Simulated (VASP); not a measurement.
# GaN in VASP: notebook

Runs on GaN. Level: PBE. Tasks: single point.

Program: VASP 6.6.1. These are calculated values, not measurements. Logs are shortened: lines on timing, memory, paths and dates and some standing lists are left out, and cuts for length are marked.

## (1) The cell of the first run

The cell holds an amorphous packing of atoms, 14 atoms: a = 5.476 Å, b = 5.747 Å, c = 5.589 Å, α = 90.20°, β = 95.41°, γ = 92.01°.

## (2) Single point, PBE

The input, INCAR:

```
ALGO = Normal
EDIFF = 1E-6
ENCUT = 520
GGA = PE
ISIF = 2
ISMEAR = -1
ISYM = 0
LASPH = T
LCHARG = F
LREAL = F
LWAVE = F
NBANDS = 76
NELM = 100
PREC = Accurate
SIGMA = 0.1379
```

The input, KPOINTS:

```
Automatic mesh
0
Gamma
  1 1 1
  0.25 0.25 0.25
```

The input, POSCAR:

```
GaN
1.0
    5.4688290000     -0.0987570000     -0.2611840000
   -0.0987570000      5.7463480000     -0.0120910000
   -0.2611840000     -0.0120910000      5.5829250000
Ga N
7 7
Direct
    1.0548774814      0.8126573903      1.0141124877
    0.5107891056      0.4488840336      0.4815870531
    0.7994242134      0.9574585841      0.4323449528
    0.0600473421      0.3320193597      0.1385896911
    0.5196956258      0.6500592082      0.0573029457
    0.6503769537      0.2107206865      0.9149879101
    0.0476713258      0.5085849349      0.5461207679
    0.8626855472      0.0642785528      1.1049290209
    0.3517613759      0.3571288354      0.9103193197
    0.2358136263      0.9090975518      0.5414483706
    0.3614629276      1.0180103110      0.4273856618
    0.8230226785      0.6034172479     -0.0041977506
    0.3759192183      0.9603969097      0.0941367194
    0.7815821309      0.2866833338      0.6056153424
```

Potentials or basis: VASP PAW PBE potentials, release 64 (Ga_d, N).

Launch:

```
$ cat potpaw_PBE.64/Ga_d/POTCAR potpaw_PBE.64/N/POTCAR > POTCAR
$ mpirun -np 1 vasp_std > vasp.out
```

OUTCAR:

```text
EDIFF = 1E-6
   ENCUT = 520
   GGA = PE
   ISIF = 2
   ISMEAR = -1
   ISYM = 0
   LASPH = T
   LREAL = F
   NELM = 100
   PREC = Accurate

 ion  position               nearest neighbor table
   1  0.055  0.813  0.014-  12 1.71   8 1.91  13 1.94   5 2.73   4 2.85
   2  0.511  0.449  0.482-  14 1.86   7 2.63   5 2.65   6 2.84
   3  0.799  0.957  0.432-   8 1.99  14 2.13
   4  0.060  0.332  0.139-   8 1.85   9 2.14  12 2.17   7 2.50   6 2.54   1 2.85
   5  0.520  0.650  0.057-  12 1.76  13 1.99   9 2.02   2 2.65   1 2.73   6 2.78
   6  0.650  0.211  0.915-   8 1.74   9 1.86  14 1.98  13 2.34   4 2.54   5 2.78   2 2.84
   7  0.048  0.509  0.546-  14 1.96   4 2.50   2 2.63
   8  0.863  0.064  0.105-   6 1.74   4 1.85   1 1.91   3 1.99
   9  0.352  0.357  0.910-   6 1.86   5 2.02   4 2.14
  10  0.236  0.909  0.541-  11 1.15
  11  0.361  0.018  0.427-  10 1.15
  12  0.823  0.603  0.996-   1 1.71   5 1.76   4 2.17
  13  0.376  0.960  0.094-   1 1.94   5 1.99   6 2.34
  14  0.782  0.287  0.606-   2 1.86   7 1.96   6 1.98   3 2.13

IMPORTANT INFORMATION: All symmetrisations will be switched off!
NOSYMM: (Re-)initialisation of all symmetry stuff for point group C_1.

----------------------------------------------------------------------------------------

                                     Primitive cell

  volume of cell :     175.0000

  direct lattice vectors                    reciprocal lattice vectors
     5.468829000 -0.098757000 -0.261184000     0.183321640  0.003168634  0.008583134
    -0.098757000  5.746348000 -0.012091000     0.003168634  0.174079133  0.000525242
    -0.261184000 -0.012091000  5.582925000     0.008583134  0.000525242  0.179520256

  length of vectors
     5.475952945  5.747209277  5.589044179     0.183549814  0.174108761  0.179726093

  position of ions in fractional coordinates (direct lattice)
     0.054877481  0.812657390  0.014112488
     0.510789106  0.448884034  0.481587053
     0.799424213  0.957458584  0.432344953
     0.060047342  0.332019360  0.138589691
     0.519695626  0.650059208  0.057302946
     0.650376954  0.210720686  0.914987910
     0.047671326  0.508584935  0.546120768
     0.862685547  0.064278553  0.104929021
     0.351761376  0.357128835  0.910319320
     0.235813626  0.909097552  0.541448371
     0.361462928  0.018010311  0.427385662
     0.823022679  0.603417248  0.995802249
     0.375919218  0.960396910  0.094136719
     0.781582131  0.286683334  0.605615342

  ion indices of the primitive-cell ions
   primitive index   ion index
                 1           1
                 2           2
                 3           3
                 4           4
                 5           5
                 6           6
                 7           7
                 8           8
                 9           9
                10          10
                11          11
                12          12
                13          13
                14          14

----------------------------------------------------------------------------------------

 KPOINTS: Automatic mesh

Automatic generation of k-mesh.
 Grid dimensions read from file:
 generate k-points for:    1    1    1

 Generating k-lattice:

  Cartesian coordinates                     Fractional coordinates (reciprocal lattice)
     0.183321640  0.003168634  0.008583134     1.000000000  0.000000000  0.000000000
     0.003168634  0.174079133  0.000525242     0.000000000  1.000000000  0.000000000
     0.008583134  0.000525242  0.179520256    -0.000000000  0.000000000  1.000000000

  Length of vectors
     0.183549814  0.174108761  0.179726093

  Shift w.r.t. Gamma in fractional coordinates (k-lattice)
     0.250000000  0.250000000  0.250000000

 Subroutine IBZKPT returns following result:
 ===========================================

 Found      1 irreducible k-points:

 Following reciprocal coordinates:
            Coordinates               Weight
  0.250000  0.250000  0.250000      2.000000
   k-points           NKPTS =      1   k-points in BZ     NKDIM =      1   number of bands    NBANDS=     76
   number of dos      NEDOS =    301   number of ions     NIONS =     14
   total plane-waves  NPLWV =  84672
   dimension x,y,z NGX =    42 NGY =   48 NGZ =   42
   dimension x,y,z NGXF=    84 NGYF=   96 NGZF=   84
   ions per type =               7   7
   NGX,Y,Z   is equivalent  to a cutoff of  12.75, 13.88, 12.49 a.u.
   NGXF,Y,Z  is equivalent  to a cutoff of  25.50, 27.77, 24.99 a.u.
 SYSTEM =  unknown system
   PREC   = accura    normal or accurate (medium, high low for compatibility)
   ISTART =      0    job   : 0-new  1-cont  2-samecut
   ICHARG =      2    charge: 1-file 2-atom 10-const
   ISPIN  =      1    spin polarized calculation?
   LNONCOLLINEAR =      F non collinear calculations
   LSORBIT =      F    spin-orbit coupling
   LASPH  =      T    aspherical Exc in radial PAW
   ENCUT  =  520.0 eV  38.22 Ry    6.18 a.u.  10.18 10.69 10.39*2*pi/ulx,y,z
   NELM   =    100;   NELMIN=  2; NELMDL= -5     # of ELM steps
   EDIFF  = 0.1E-05   stopping-criterion for ELM
   LREAL  =      F    real-space projection
   EDIFFG = 0.1E-04   stopping-criterion for IOM
   NSW    =      0    number of steps for IOM
   IBRION =     -1    ionic relax: 0-MD 1-quasi-New 2-CG
   NFREE  =      0    steps in history (QN), initial steepest desc. (CG)
   ISIF   =      2    stress and relaxation
   ISYM   =      0    0-nonsym 1-usesym 2-fastsym
   POTIM  = 0.5000    time-step for ionic-motion
   TEBEG  =    0.0;   TEEND  =   0.0 temperature during run
   PSTRESS=    0.0 pullay stress
   NELECT =     126.0000    total number of electrons
   NUPDOWN=      -1.0000    fix difference up-down
   EMIN   =  10.00;   EMAX   =-10.00  energy-range for DOS
   EFERMI =   0.00;   METHOD = LEGACY
   ISMEAR =    -1;   SIGMA  =   0.14  broadening in eV -4-tet -1-fermi 0-gaus
   EFERMI_NEDOS =   21; number of points for ismear=-14 and -15
   IALGO  =     38    algorithm
   IMIX   =      4    mixing-type and parameters
     AMIX     =   0.40;   BMIX     =  1.00
     AMIX_MAG =   1.60;   BMIX_MAG =  1.00
  volume/ion in A,a.u.               =      12.50        84.35
  Fermi-wavevector in a.u.,A,eV,Ry     =   1.467300  2.772796 29.292938  2.152970
  Thomas-Fermi vector in A             =   2.582935
   LORBIT       =      0    0 simple, 1 ext, 2 COOP (PROOUT), +10 PAW based schemes
   GGA     = PE    functional components
   LHFCALC =     F    Hartree Fock is set to
   AEXX    =    0.0000 exact exchange contribution
   IVDW    =     0    specifies the selected vdW correction
   LEPSILON=     F    determine dielectric tensor
   LRPA    =     F    only Hartree local field effects (RPA)
 non-spin polarized calculation
  energy-cutoff  :      520.00
  volume of cell :      175.00
 maximum number of plane-waves:      4692
 NGX is ok and might be reduce to    40
   NGX = 21   NGY = 21   NGZ = 21

 number of electron     126.0000002 magnetization

 Free energy of the ion-electron system (eV)
  ---------------------------------------------------
  ext. energy  EPLUGINS =         0.00000000
  ---------------------------------------------------
  free energy    TOTEN  =       -71.57659773 eV

  energy without entropy =      -71.48269727  energy(sigma->0) =      -71.52964750

 E-fermi :   5.9743     XC(G=0): -11.2720

 val. band max:        5.5307023866   @ k =   0.2500   0.2500   0.2500
 cond. band min:       6.4179253830   @ k =   0.2500   0.2500   0.2500
 fundamental gap:      0.8872229963
 Fermi energy:         5.9742841818

 k-point     1 :       0.2500    0.2500    0.2500
  band No.  band energies     occupation
      1     -17.0595      2.00000
      2     -11.8499      2.00000
      3     -11.1765      2.00000
      4     -10.6475      2.00000
      5     -10.1842      2.00000
      6      -9.8693      2.00000
[... 67 lines left out ...]
     74      10.9431      0.00000
     75      11.2421      0.00000
 [bands above 75 left out]

------------------------ aborting loop because EDIFF is reached ----------------------------------------

  FORCE on cell =-STRESS in cart. coord.  units (eV):
  Direction    XX          YY          ZZ          XY          YZ          ZX
  --------------------------------------------------------------------------------------
  -------------------------------------------------------------------------------------
  Total       21.7018798     15.3718458     10.4090138      3.5629747      1.5048762      3.6685714
  in kB      198.6872198    140.7338597     95.2976437     32.6201023     13.7775926     33.5868715
  external PRESSURE =     144.9062410 kB  Pullay stress =       0.0000000 kB

 VOLUME and BASIS-vectors are now :
 -----------------------------------------------------------------------------
  energy-cutoff  :      520.00
  volume of cell :      175.00
      direct lattice vectors                 reciprocal lattice vectors
     5.468829000 -0.098757000 -0.261184000     0.183321640  0.003168634  0.008583134
    -0.098757000  5.746348000 -0.012091000     0.003168634  0.174079133  0.000525242
    -0.261184000 -0.012091000  5.582925000     0.008583134  0.000525242  0.179520256

 POSITION                                       TOTAL-FORCE (eV/Angst)
 -----------------------------------------------------------------------------------
      0.21617      4.66422      0.05463         2.630854      3.068567     -0.093872
      2.62331      2.52318      2.54983        -0.507318      1.234040      0.080917
      4.16444      5.41771      2.19338        -0.232576      0.331467      0.991456
      0.25940      1.90029      0.75404         2.665079      1.478631     -0.430840
      2.76296      3.68345      0.17632        -2.512961      0.850994      0.520864
      3.29701      1.13558      4.93589        -2.851734      0.306618     -2.048319
      0.06784      2.91120      3.03035        -0.011133     -0.420391      0.214296
      4.68413      0.28290      0.35971         1.386896     -1.340890      1.739300
      1.65069      2.00644      4.98605        -1.661860      1.859398      0.183734
      1.05843      5.19416      2.95028        -1.576218     -1.522631      1.834561
      1.86337      0.06263      2.29144         1.583107      2.053622     -0.568443
      4.18129      3.37413      5.33723         0.988727     -3.607185     -0.666665
      1.93641      5.48051      0.41576        -0.794226     -2.921801     -1.450119
      4.08785      1.56287      3.17350         0.893364     -1.370441     -0.306870
 -----------------------------------------------------------------------------------
    total drift:                               -0.000559     -0.000052     -0.000422

  FREE ENERGIE OF THE ION-ELECTRON SYSTEM (eV)
  ---------------------------------------------------
  free  energy   TOTEN  =       -71.5765977256 eV

  energy  without entropy=      -71.4826972739  energy(sigma->0) =      -71.52964750
```

It took 23 s on 1 thread of Intel Xeon 6975P-C (Granite Rapids), shared host; peak memory 0.25 GiB.

What came out:

```
Free energy            : -71.5766 eV
Pressure               : 14.5 GPa
Largest force          : 4.043 eV/Å
Band gap on the k mesh : 0.89 eV
```

Forces in eV/Å, atoms in the order of the input:
```
Ga   2.631  3.069 -0.094
Ga  -0.507  1.234  0.081
Ga  -0.233  0.331  0.991
Ga   2.665  1.479 -0.431
Ga  -2.513  0.851  0.521
Ga  -2.852  0.307 -2.048
Ga  -0.011 -0.420  0.214
N    1.387 -1.341  1.739
N   -1.662  1.859  0.184
N   -1.576 -1.523  1.835
N    1.583  2.054 -0.568
N    0.989 -3.607 -0.667
N   -0.794 -2.922 -1.450
N    0.893 -1.370 -0.307
```

Stress tensor (GPa, compression positive):
```
19.87  3.26  3.36
 3.26 14.07  1.38
 3.36  1.38  9.53
```

Levels at points of the mesh, in eV from the valence-band top:
| k point | band 59 | band 60 | band 61 | band 62 | band 63 | band 64 | band 65 | band 66 | band 67 | band 68 |
| --- | --- | --- | --- | --- | --- | --- | --- | --- | --- | --- |
| (0.25, 0.25, 0.25) | -2.17 | -1.74 | -1.08 | -0.53 | 0.00 | 0.89 | 1.42 | 2.01 | 2.54 | 3.20 |

Caveat: the k points lie up to 1.15 Å⁻¹ apart; the standard files for N, O and F lose accuracy on very short bonds.

## (3) Single point, PBE

The input, INCAR:

```
ALGO = Normal
EDIFF = 1E-6
ENCUT = 520
GGA = PE
ISIF = 2
ISMEAR = -1
ISYM = 0
LASPH = True
LCHARG = False
LREAL = False
LWAVE = False
NBANDS = 76
NELM = 80
PREC = Accurate
SIGMA = 0.1379
```

KPOINTS is that of step 2.

The input, POSCAR:

```
GaN
1.0
    5.4688290000     -0.0987570000     -0.2611840000
   -0.0987570000      5.7463480000     -0.0120910000
   -0.2611840000     -0.0120910000      5.5829250000
Ga N
7 7
Direct
    1.1341924421      0.9219275251      0.9273796342
    0.4979026711      0.4379445145      0.4850889808
    0.9019015592      0.9276052250      0.4677311502
    0.0905944885      0.3946200922      0.1659530054
    0.6230554916      0.6696877636     -0.0958688644
    0.6287340660      0.1744511019      0.8945372841
    0.0002862698      0.5160593453      0.6234650193
    0.8987140624      0.0722913318      1.0538289173
    0.3991681459      0.4022548018      0.8384275260
    0.3222313119      0.9204058162      0.2889358696
    0.4586609411      1.0661824418      0.3168772841
    0.9321298942      0.6207932331     -0.0473408786
    0.4205429913      0.9188497595     -0.2104115830
    0.7949463421      0.2348471621      0.5932515308
```

Potentials or basis: VASP PAW PBE potentials, release 64 (Ga_d, N).

Launch:

```
$ cat potpaw_PBE.64/Ga_d/POTCAR potpaw_PBE.64/N/POTCAR > POTCAR
$ mpirun -np 1 vasp_std > vasp.out
```

Run time: 22 s. Hardware: 1 thread of Intel Xeon 6975P-C (Granite Rapids), shared host; peak memory 0.25 GiB.

Results (log left out):

| Quantity | Value |
| --- | --- |
| Free energy | -73.4738 eV |
| Pressure | 15.2 GPa |
| Largest force | 6.286 eV/Å |
| Band gap on the k mesh | 1.11 eV |

Forces in eV/Å, atoms in the order of the input:
```
Ga   0.354 -1.656 -0.640
Ga  -0.033  0.441 -0.606
Ga  -0.310  1.028 -1.127
Ga   0.481 -0.158 -0.376
Ga  -4.844  1.152 -0.604
Ga  -1.270 -0.340 -1.519
Ga   0.698 -0.684 -0.189
N    1.399  2.074  4.668
N   -0.894  1.556  0.316
N   -3.600 -5.143 -0.314
N    2.790  4.393  0.401
N    3.658 -0.822  0.085
N    0.571 -1.497  0.623
N    1.000 -0.344 -0.719
```

Stress tensor (GPa, compression positive):
```
19.06  0.19  2.38
 0.19 17.54  2.95
 2.38  2.95  8.85
```

Levels at points of the mesh, in eV from the valence-band top:
```csv
k point,band 61,band 62,band 63,band 64,band 65,band 66
"(0.25, 0.25, 0.25)",-1.30,-1.04,0.00,1.11,1.55,1.72
```

Caveat: the k points lie up to 1.15 Å⁻¹ apart; the standard files for N, O and F lose accuracy on very short bonds.

## (4) Single point, PBE

The input, INCAR:

```
SYSTEM = GaN
  PREC = Accurate
  ENCUT = 520
  EDIFF = 1E-6
  ISMEAR = -1
  SIGMA = 0.1379
  LREAL = .FALSE.
  LASPH = .TRUE.
  NELM = 100
  ALGO = Normal
  ISIF = 2
  LWAVE = .FALSE.
  LCHARG = .FALSE.
  GGA = PE
  ISYM = 0
  NBANDS = 76
```

KPOINTS is that of step 3.

The input, POSCAR:

```
GaN
1.0
    5.4688290000     -0.0987570000     -0.2611840000
   -0.0987570000      5.7463480000     -0.0120910000
   -0.2611840000     -0.0120910000      5.5829250000
Ga N
7 7
Direct
    1.0821182024      0.9843484556      0.9034018400
    0.6235730235      0.4368163459      0.3381469110
    0.8669324895      0.9567704859      0.4457461290
    0.0502471258      0.5189714529      0.1670924523
    0.5771360599      0.6599072878     -0.1800762784
    0.6355498732      0.1661137377      0.9248487019
    0.1145150748      0.4561768475      0.6469067988
    0.9154229468      0.1777451627      1.1870098459
    0.4513136270      0.3801824567      0.6663898735
    0.2702523940      0.8979205629      0.4536196275
    0.4619871047      0.8969847930      0.5346382198
    0.9410569863      0.6604681262     -0.1363219552
    0.4350509755      0.9165303856      0.0035744924
    0.9023334306      0.1867049591      0.6744624913
```

Launch:

```
$ cat potpaw_PBE.64/Ga_d/POTCAR potpaw_PBE.64/N/POTCAR > POTCAR
$ mpirun -np 1 vasp_std > vasp.out
```

Run time: 22 s. Hardware: 1 thread of Intel Xeon 6975P-C (Granite Rapids), shared host; peak memory 0.25 GiB.

Results (log left out):

| Item | Value |
| --- | --- |
| Free energy | -74.6189 eV |
| Pressure | 8.9 GPa |
| Largest force | 7.170 eV/Å |
| Band gap on the k mesh | 0.91 eV |

Forces in eV/Å, atoms in the order of the input:
```
Ga   1.532  0.085  1.835
Ga  -1.328  0.442  0.349
Ga  -0.411 -1.098 -2.563
Ga   0.929 -0.761  1.543
Ga   0.229  0.864  2.028
Ga   0.241  0.857 -0.770
Ga  -0.921  0.148 -0.837
N    0.245 -0.279 -2.153
N    0.361  0.433  0.561
N   -5.910 -0.101 -4.059
N    5.864  0.186  2.734
N   -0.039  0.804 -0.048
N   -0.726 -1.248 -0.908
N   -0.066 -0.332  2.285
```

Stress tensor (GPa, compression positive):
```
10.47  3.24  3.70
 3.24  4.11  0.50
 3.70  0.50 12.22
```

Levels at points of the mesh, in eV from the valence-band top:
| k point | band 59 | band 60 | band 61 | band 62 | band 63 | band 64 | band 65 | band 66 | band 67 | band 68 |
| --- | --- | --- | --- | --- | --- | --- | --- | --- | --- | --- |
| (0.25, 0.25, 0.25) | -2.12 | -1.84 | -1.63 | -1.42 | 0.00 | 0.91 | 1.49 | 1.82 | 2.23 | 2.62 |

Caveat: the k points lie up to 1.15 Å⁻¹ apart; the standard files for N, O and F lose accuracy on very short bonds.

## (5) Single point, PBE

The input, INCAR:

```
SYSTEM = GaN
  PREC = Accurate
  ENCUT = 520
  EDIFF = 1E-7
  ISMEAR = -1
  SIGMA = 0.05
  LREAL = .False.
  LASPH = .True.
  NELM = 60
  ALGO = Normal
  ISIF = 2
  LWAVE = .False.
  LCHARG = .True.
  GGA = PE
  LELF = .True.
  LVHAR = .True.
  ISYM = 0
  NBANDS = 76
```

KPOINTS is that of step 4.

The input, POSCAR:

```
GaN
1.0
    5.4688290000     -0.0987570000     -0.2611840000
   -0.0987570000      5.7463480000     -0.0120910000
   -0.2611840000     -0.0120910000      5.5829250000
Ga N
7 7
Direct
    0.1138360312      0.9700972790      0.9394139445
    0.5706285200      0.4472248941      0.3372190090
    0.8608766686      0.9640856393      0.3880562557
    0.0740855473      0.4858436982      0.1951448919
    0.6054119963      0.6713257439      0.8489515669
    0.6396829368      0.1904687469      0.8977367430
    0.0809118050      0.4543983016      0.6336253843
    0.9199453666      0.1674952735      0.1264647467
    0.4361494552      0.4262274009      0.6944140885
    0.2657432580      0.8679726876      0.3296758500
    0.4347217738      0.9466106024      0.4537361402
    0.9751989104      0.6538795468      0.8926232055
    0.4535870911      0.9180359721     -0.0603530114
    0.9510943009      0.1559785350      0.6693178845
```

Launch:

```
$ cat potpaw_PBE.64/Ga_d/POTCAR potpaw_PBE.64/N/POTCAR > POTCAR
$ mpirun -np 1 vasp_std > vasp.out
```

Run time: 27 s. Hardware: 1 thread of Intel Xeon 6975P-C (Granite Rapids), shared host; peak memory 0.26 GiB.

It converged, with:

```
Free energy            : -76.8740 eV
Pressure               : 6.7 GPa
Largest force          : 2.238 eV/Å
Band gap on the k mesh : 1.33 eV
```

Forces in eV/Å, atoms in the order of the input:
```
Ga   0.295  0.080 -1.601
Ga  -0.663  0.419  0.969
Ga  -0.206  0.061  0.966
Ga  -0.310 -0.236 -0.551
Ga   1.441  0.196  0.290
Ga   0.059 -0.462 -2.024
Ga   0.680  0.670  0.733
N    0.567  0.270  0.922
N    0.941 -1.043 -0.466
N    1.200  0.442  1.217
N   -1.032 -0.657 -0.540
N   -0.889 -0.137  0.070
N   -0.265  1.701  0.069
N   -1.818 -1.305 -0.053
```

Stress tensor (GPa, compression positive):
```
 1.08  1.82 -1.89
 1.82  7.81 -0.33
-1.89 -0.33 11.08
```

Levels at points of the mesh, in eV from the valence-band top:
```
           k point  band 59  band 60  band 61  band 62  band 63  band 64  band 65  band 66  band 67  band 68
(0.25, 0.25, 0.25)    -1.66    -1.51    -1.13    -0.87     0.00     1.33     1.85     2.20     2.74     2.96
```

Caveat: the k points lie up to 1.15 Å⁻¹ apart; the standard files for N, O and F lose accuracy on very short bonds.
